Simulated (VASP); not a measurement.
AlO5:

```
Al O
1.0
     2.62147    1.51350    2.96555
    -2.62147    1.51350    2.96555
     0.00000   -3.02701    2.96555
Al O
1 5
Direct
  0.50000 0.50000 0.50000
  0.50000 0.50000 0.00000
  0.00000 0.50000 0.50000
  0.50000 0.00000 0.50000
  0.72028 0.72028 0.72028
  0.27972 0.27972 0.27972
```

The cell was generated, and may not be a known phase.

Base run:

* Program: VASP 6.6.1
* Functional: PBE
* Potentials or basis: VASP PAW PBE potentials, release 64 (Al, O)
* Cutoff: 520 eV
* k mesh: 6 × 6 × 6
* Occupations: gaussian, width 0.1 eV
* Spin: no spin polarisation

Its results: pressure 18.5 GPa; largest force 3.814 eV/Å.

Problem. The run is repeated on the same cell with these changes: spin from no spin polarisation to collinear spin, ferromagnetic start; further incar settings from ALGO = Normal; EDIFF = 1e-06; NBANDS = 26 to ALGO = Normal; EDIFF = 1e-06; NBANDS = 30. What comes out?

Solution. Pressure 18.7 GPa; net moment 0.61 μB per cell; site moments Al -0.00; O +0.03, +0.23 (each value once) μB; largest force 3.881 eV/Å.

Caveats: the stress differs along the axes, from -15 to 35 GPa; an odd number of electrons without spin polarisation forces a metal (at least some runs); a magnetic or distorted state may lie lower (at least some runs); a moment this small can come from the mesh or the smearing (at least some runs); forces of over 1 eV/Å act on the atoms, so gaps and moduli don't describe the material at rest (at least some runs).
